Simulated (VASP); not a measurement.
# La (P6_3/mmc) in VASP: notebook, part 2 of 2

VASP 6.6.1.

### 3 Relaxation of cell and atoms, PBE, target pressure 130 GPa, at which the enthalpy is minimised

This run uses another cell than the first one, of 15.60 Å³/atom.

Input file INCAR:

```
ALGO = Normal
EDIFF = 1E-6
EDIFFG = -0.005
ENCUT = 600
GGA = PE
IBRION = 2
ISIF = 3
ISMEAR = -1
LASPH = True
LCHARG = False
LREAL = False
LWAVE = False
NELM = 100
NSW = 60
PREC = Accurate
PSTRESS = 1300.0
SIGMA = 0.05
```

Input file KPOINTS:

```
k-points
0
Gamma
  16 16 9
```

Input file POSCAR:

```
La
1.0
    2.8123725853      0.0000000000      0.0000000000
   -1.4061862927      2.4355861038      0.0000000000
    0.0000000000      0.0000000000      4.5560435883
La
2
Direct
    0.3333333333      0.6666666667      0.2500000000
    0.6666666667      0.3333333333      0.7500000000
```

Potentials or basis: VASP PAW PBE potentials, release 64 (La).

The run is started by

```bash
cat potpaw_PBE.64/La/POTCAR > POTCAR
mpirun -np 1 vasp_std > vasp.out
```

OUTCAR:

```text
EDIFF = 1E-6
   EDIFFG = -0.005
   ENCUT = 600
   GGA = PE
   IBRION = 2
   ISIF = 3
   ISMEAR = -1
   LASPH = True
   LREAL = False
   NELM = 100
   NSW = 60
   PREC = Accurate
   PSTRESS = 1300.0

 ion  position               nearest neighbor table
   1  0.333  0.667  0.250-   2 2.80   2 2.80   2 2.80   2 2.80   2 2.80   2 2.80
   2  0.667  0.333  0.750-   1 2.80   1 2.80   1 2.80   1 2.80   1 2.80   1 2.80

  LATTYP: Found a hexagonal cell.
 ALAT       =     2.8123725853
 C/A-ratio  =     1.6200000000

  Lattice vectors:

 A1 = (   2.8123725853,   0.0000000000,   0.0000000000)
 A2 = (  -1.4061862927,   2.4355861038,   0.0000000000)
 A3 = (   0.0000000000,   0.0000000000,   4.5560435883)

Analysis of symmetry for initial positions (statically):
=====================================================================
 Subroutine PRICEL returns:
 Original cell was already a primitive cell.

 Routine SETGRP: Setting up the symmetry group for a
 hexagonal supercell.

 Subroutine GETGRP returns: Found 24 space group operations
 (whereof 12 operations were pure point group operations)
 out of a pool of 24 trial point group operations.

The static configuration has the point symmetry D_3d.
 The point group associated with its full space group is D_6h.

Analysis of symmetry for dynamics (positions and initial velocities):
=====================================================================
 Subroutine PRICEL returns:
 Original cell was already a primitive cell.

 Routine SETGRP: Setting up the symmetry group for a
 hexagonal supercell.

 Subroutine GETGRP returns: Found 24 space group operations
 (whereof 12 operations were pure point group operations)
 out of a pool of 24 trial point group operations.

The dynamic configuration has the point symmetry D_3d.
 The point group associated with its full space group is D_6h.

 Subroutine INISYM returns: Found 24 space group operations
 (whereof 12 operations are pure point group operations),
 and found     1 'primitive' translations

----------------------------------------------------------------------------------------

                                     Primitive cell

  volume of cell :      31.2079

  direct lattice vectors                    reciprocal lattice vectors
     2.812372585  0.000000000  0.000000000     0.355571664  0.205289396  0.000000000
    -1.406186293  2.435586104  0.000000000     0.000000000  0.410578792  0.000000000
     0.000000000  0.000000000  4.556043588     0.000000000  0.000000000  0.219488681

  length of vectors
     2.812372585  2.812372585  4.556043588     0.410578792  0.410578792  0.219488681

  position of ions in fractional coordinates (direct lattice)
     0.333333333  0.666666667  0.250000000
     0.666666667  0.333333333  0.750000000

  ion indices of the primitive-cell ions
   primitive index   ion index
                 1           1
                 2           2

----------------------------------------------------------------------------------------

 KPOINTS: k-points

Automatic generation of k-mesh.
 Grid dimensions read from file:
 generate k-points for:   16   16    9
[... 64 lines left out ...]
   EDIFF  = 0.1E-05   stopping-criterion for ELM
   LREAL  =      F    real-space projection
   EDIFFG = -.5E-02   stopping-criterion for IOM
   NSW    =     60    number of steps for IOM
   IBRION =      2    ionic relax: 0-MD 1-quasi-New 2-CG
   NFREE  =      1    steps in history (QN), initial steepest desc. (CG)
   ISIF   =      3    stress and relaxation
   ISYM   =      2    0-nonsym 1-usesym 2-fastsym
   POTIM  = 0.5000    time-step for ionic-motion
   TEBEG  =    0.0;   TEEND  =   0.0 temperature during run
   PSTRESS= 1300.0 pullay stress
   NELECT =      22.0000    total number of electrons
   NUPDOWN=      -1.0000    fix difference up-down
   EMIN   =  10.00;   EMAX   =-10.00  energy-range for DOS
   EFERMI =   0.00;   METHOD = LEGACY
   ISMEAR =    -1;   SIGMA  =   0.05  broadening in eV -4-tet -1-fermi 0-gaus
   EFERMI_NEDOS =   21; number of points for ismear=-14 and -15
   IALGO  =     38    algorithm
   IMIX   =      4    mixing-type and parameters
     AMIX     =   0.40;   BMIX     =  1.00
     AMIX_MAG =   1.60;   BMIX_MAG =  1.00
  volume/ion in A,a.u.               =      15.60       105.30
  Fermi-wavevector in a.u.,A,eV,Ry     =   1.457005  2.753340 28.883305  2.122863
  Thomas-Fermi vector in A             =   2.573857
   LORBIT       =      0    0 simple, 1 ext, 2 COOP (PROOUT), +10 PAW based schemes
   GGA     = PE    functional components
   LHFCALC =     F    Hartree Fock is set to
   AEXX    =    0.0000 exact exchange contribution
   IVDW    =     0    specifies the selected vdW correction
   LEPSILON=     F    determine dielectric tensor
   LRPA    =     F    only Hartree local field effects (RPA)
 conjugate gradient relaxation of ions
 non-spin polarized calculation
  energy-cutoff  :      600.00
  volume of cell :       31.21
 maximum number of plane-waves:      1087
 NGX is ok and might be reduce to    24

--------------------------------------- Ionic step        1  -------------------------------------------

 number of electron      22.0000000 magnetization

 Free energy of the ion-electron system (eV)
  ---------------------------------------------------
  ext. energy  EPLUGINS =         0.00000000
  ---------------------------------------------------
  free energy    TOTEN  =        -3.01094911 eV

  energy without entropy =       -2.99760825  energy(sigma->0) =       -3.00427868

------------------------ aborting loop because EDIFF is reached ----------------------------------------

  FORCE on cell =-STRESS in cart. coord.  units (eV):
  Direction    XX          YY          ZZ          XY          YZ          ZX
  --------------------------------------------------------------------------------------
  -------------------------------------------------------------------------------------
  Total       21.1318102     21.1318102     26.8669208     -0.0000000      0.0000000      0.0000000
  in kB     1084.8834156   1084.8834157   1379.3175546     -0.0000000      0.0000000      0.0000000
  external PRESSURE =    -116.9718714 kB  Pullay stress =    1300.0000000 kB
[... 97 lines left out ...]
  energy  without entropy=       -2.3681752946  energy(sigma->0) =       -2.37326439

  enthalpy is  TOTEN    =        22.2078097936 eV   P V=       24.5861632795

[... ionic steps 4 to 13 ...]

--------------------------------------- Ionic step       14  -------------------------------------------

 number of electron      21.9999999 magnetization

------------------------ aborting loop because EDIFF is reached ----------------------------------------
[... 71 lines left out ...]
--------------------------------------- Ionic step       16  -------------------------------------------

 number of electron      21.9999999 magnetization

 Free energy of the ion-electron system (eV)
  ---------------------------------------------------
  ext. energy  EPLUGINS =         0.00000000
  ---------------------------------------------------
  free energy    TOTEN  =        -2.48137519 eV

  energy without entropy =       -2.47188772  energy(sigma->0) =       -2.47663145

 E-fermi :  20.7535     XC(G=0): -13.8596

 val. band max:       20.7276700497   @ k =   0.0000   0.0000   0.2222
 cond. band min:      20.7541484541   @ k =   0.2500   0.1875   0.4444
 fundamental gap:      0.0264784044
 Fermi energy:        20.7534783292

 k-point     1 :       0.0000    0.0000    0.0000
  band No.  band energies     occupation
      1     -14.7006      2.00000
      2     -11.6892      2.00000
      3      -1.2915      2.00000
      4       8.2581      2.00000
      5       8.2581      2.00000
      6       9.0346      2.00000
      7       9.6085      2.00000
      8       9.6085      2.00000
      9      18.8118      2.00000
     10      20.3699      1.99907
     11      21.9093      0.00000
     12      22.3185      0.00000
     13      22.3206      0.00000
     14      22.3206      0.00000
[... 401 lines left out ...]
      2     -10.1268      2.00000
      3       1.2133      2.00000
      4       1.6961      2.00000
      5       1.9689      2.00000
      6       4.5637      2.00000
      7       6.0585      2.00000
      8       6.8114      2.00000
      9      17.0975      2.00000
     10      19.5649      2.00000
     11      20.6573      1.74498
     12      21.3611      0.00001
     13      22.8034      0.00000
     14      23.1589      0.00000
     15      24.0215      0.00000

 [... further k-points ...]

------------------------ aborting loop because EDIFF is reached ----------------------------------------

  FORCE on cell =-STRESS in cart. coord.  units (eV):
  Direction    XX          YY          ZZ          XY          YZ          ZX
  --------------------------------------------------------------------------------------
  -------------------------------------------------------------------------------------
  Total       24.6807511     24.6807511     24.6696321     -0.0000000      0.0000000      0.0000000
  in kB     1300.4661347   1300.4661347   1299.8802584     -0.0000001      0.0000000      0.0000000
  external PRESSURE =       0.2708426 kB  Pullay stress =    1300.0000000 kB
[... 21 lines left out ...]
  energy  without entropy=       -2.4718877159  energy(sigma->0) =       -2.47663145

  enthalpy is  TOTEN    =        22.1905293837 eV   P V=       24.6719045703

 reached required accuracy - stopping structural energy minimisation
```

OSZICAR:

```text
N       E                     dE             d eps       ncg     rms          rms(c)
DAV:   1     0.234931450537E+03    0.23493E+03   -0.84110E+03  4644   0.258E+03
[... 133 lines left out ...]
DAV:   4    -0.248924936025E+01    0.13737E-06   -0.25988E-06  5894   0.179E-02
  15 F= 0.22190542E+02 E0= 0.22195295E+02  d E =0.109152E-04
       N       E                     dE             d eps       ncg     rms          rms(c)
DAV:   1    -0.248140362898E+01    0.78459E-02   -0.12980E-03  8181   0.902E-01    0.342E-02
DAV:   2    -0.248138075818E+01    0.22871E-04   -0.71140E-05  7700   0.125E-01    0.136E-02
DAV:   3    -0.248137501699E+01    0.57412E-05   -0.25642E-05  8690   0.767E-02    0.324E-03
DAV:   4    -0.248137518653E+01   -0.16954E-06   -0.91416E-07  4389   0.128E-02
  16 F= 0.22190529E+02 E0= 0.22195273E+02  d E =-.157756E-05
```

It took 5.5 min on 1 thread of Intel Xeon 6975P-C (Granite Rapids), shared host; peak memory 0.25 GiB.

Results:

```yaml
Free_energy: -2.4814 eV
Relaxed_volume: 15.20 Å³/atom
Relaxed_cell: a = 2.750 Å, b = 2.750 Å, c = 4.643 Å, α = 90.00°, β = 90.00°, γ = 120.00°
Space_group_after_relaxing_to_0.1_Å: P6_3/mmc (No. 194)
Energy_change_on_relaxing_the_run_minimises_the_enthalpy: +264.8 meV/atom
Ionic_steps: 16
Pressure_after_relaxing: 130.0 GPa
Band_gap_on_the_k_mesh: zero (bands 11 and 12 overlap by 4.77 eV)
```

Step by step:
| step | energy change (eV) | largest force (eV/Å) | pressure (GPa) | volume (Å³) |
| --- | --- | --- | --- | --- |
| 1 | 0.0000 | 0.0000 | 118.30 | 31.21 |
| 2 | 5.8814 | 0.0000 | 238.61 | 26.16 |
| 3 | 0.6326 | 0.0000 | 131.92 | 30.30 |
| 4 | 0.7784 | 0.0000 | 135.10 | 30.12 |
| 5 | 0.8090 | 0.0000 | 135.75 | 30.08 |
| 6 | -0.1119 | 0.0000 | 116.34 | 31.38 |
| 7 | 0.5608 | 0.0000 | 130.72 | 30.37 |
| 8 | 0.5765 | 0.0000 | 131.02 | 30.35 |
| 9 | 0.5809 | 0.0000 | 131.10 | 30.34 |
| 10 | 0.3596 | 0.0000 | 126.40 | 30.62 |
| 11 | 0.5313 | 0.0000 | 130.07 | 30.40 |
| 12 | 0.5323 | 0.0000 | 130.05 | 30.40 |
| 13 | 0.5565 | 0.0000 | 130.59 | 30.37 |
| 14 | 0.5332 | 0.0000 | 130.11 | 30.40 |
| 15 | 0.5217 | 0.0000 | 129.87 | 30.42 |
| 16 | 0.5296 | 0.0000 | 130.03 | 30.41 |

Final structure:
```
La
1.0
     2.74992    0.00000    0.00000
    -1.37496    2.38150    0.00000
     0.00000    0.00000    4.64300
La
2
Direct
  0.33333 0.66667 0.25000
  0.66667 0.33333 0.75000
```

Caveat: the cell is relaxed towards a set pressure, so the run minimises the enthalpy, not the energy; spin-orbit coupling is left out, which moves the levels of the heavy elements.

### 4 Relaxation of cell and atoms, PBE, target pressure 130 GPa, at which the enthalpy is minimised

This run uses another cell than the first one: it holds 4 atoms, not 2.

INCAR: that of step 3 with these lines changed.

```diff
@@ -1,3 +1,3 @@
 ALGO = Normal
-EDIFF = 1E-6
+EDIFF = 1E-7
 EDIFFG = -0.005
```

Input file KPOINTS:

```
k-points
0
Gamma
  13 13 4
```

Input file POSCAR:

```
La
1.0
    2.8094851371      0.0000000000      0.0000000000
   -1.4047425686      2.4330855003      0.0000000000
    0.0000000000      0.0000000000      9.1308266957
La
4
Direct
    0.0000000000      0.0000000000      0.0000000000
    0.0000000000      0.0000000000      0.5000000000
    0.3333333333      0.6666666667      0.2500000000
    0.6666666667      0.3333333333      0.7500000000
```

The run is started by

```bash
cat potpaw_PBE.64/La/POTCAR > POTCAR
mpirun -np 1 vasp_std > vasp.out
```

Run time: 12 min. Hardware: 1 thread of Intel Xeon 6975P-C (Granite Rapids), shared host; peak memory 0.29 GiB.

It converged, with:

- Free energy: -5.0316 eV
- Relaxed volume: 15.21 Å³/atom
- Relaxed cell: a = 2.782 Å, b = 2.782 Å, c = 9.076 Å, α = 90.00°, β = 90.00°, γ = 120.00°
- Space group after relaxing (to 0.1 Å): P6_3/mmc (No. 194)
- Energy change on relaxing (the run minimises the enthalpy): +302.7 meV/atom
- Ionic steps: 9
- Pressure after relaxing: 130.0 GPa
- Band gap on the k mesh: zero (bands 22 and 23 overlap by 2.13 eV)

The path:
| step | energy change (eV) | largest force (eV/Å) | pressure (GPa) | volume (Å³) |
| --- | --- | --- | --- | --- |
| 1 | 0.0000 | 0.0000 | 117.74 | 62.42 |
| 2 | 10.5797 | 0.0000 | 228.31 | 52.24 |
| 3 | 1.1039 | 0.0000 | 128.94 | 60.98 |
| 4 | 1.2015 | 0.0000 | 129.94 | 60.86 |
| 5 | 1.2265 | 0.0000 | 130.19 | 60.83 |
| 6 | 1.2248 | 0.0000 | 130.08 | 60.83 |
| 7 | 1.2248 | 0.0000 | 130.15 | 60.83 |
| 8 | 1.1535 | 0.0000 | 129.41 | 60.92 |
| 9 | 1.2109 | 0.0000 | 130.01 | 60.85 |

Final structure:
```xyz
4
Lattice="2.7823 0.0000 0.0000 -1.3912 2.4096 0.0000 0.0000 0.0000 9.0759" Properties=species:S:1:pos:R:3 pbc="T T T"
La    0.0000    0.0000    0.0000
La    0.0000    0.0000    4.5379
La    0.0000    1.6064    2.2690
La    1.3912    0.8032    6.8069
```

Levels at points of the mesh, in eV from the Fermi level:
```tsv
k point	band 19	band 20	band 21	band 22	band 23	band 24	band 25	band 26
(0.00, 0.00, 0.00)	-1.08	0.00	0.08	0.53	1.02	1.02	1.31	1.31
(0.00, 0.00, 0.50)	-0.75	-0.75	0.59	0.59	1.22	1.22	1.22	1.22
```

Caveat: the cell is relaxed towards a set pressure, so the run minimises the enthalpy, not the energy; spin-orbit coupling is left out, which moves the levels of the heavy elements.

### 5 Summary

```csv
cell,k mesh,gap on the mesh (eV),pressure (GPa)
"relaxed to 130 GPa from a = 2.750, b = 2.750, c = 4.642 Å, angles 90.0, 90.0, 120.0°, 2 atoms, atomic positions A",16 × 16 × 9,none,130.0
"relaxed to 130 GPa from a = 2.812, b = 2.812, c = 4.556 Å, angles 90.0, 90.0, 120.0°, 2 atoms, atomic positions A",16 × 16 × 9,none,130.0
"relaxed to 130 GPa from a = 2.809, b = 2.809, c = 9.131 Å, angles 90.0, 90.0, 120.0°, 4 atoms, atomic positions B",13 × 13 × 4,none,130.0
```

Alike in all rows: task relaxation of cell and atoms; level PBE; potentials or basis VASP PAW PBE potentials, release 64 (La); no spin polarisation; cutoff (eV) 600; smearing fermi-dirac 0.05 eV.

Caveats: the cell is relaxed towards a set pressure, so the run minimises the enthalpy, not the energy; spin-orbit coupling is left out, which moves the levels of the heavy elements.

Total energies depend on the potentials used, so only differences within one code and one set of settings carry meaning.

The gap in the log of VASP goes by the Fermi energy; the results here count the filled bands.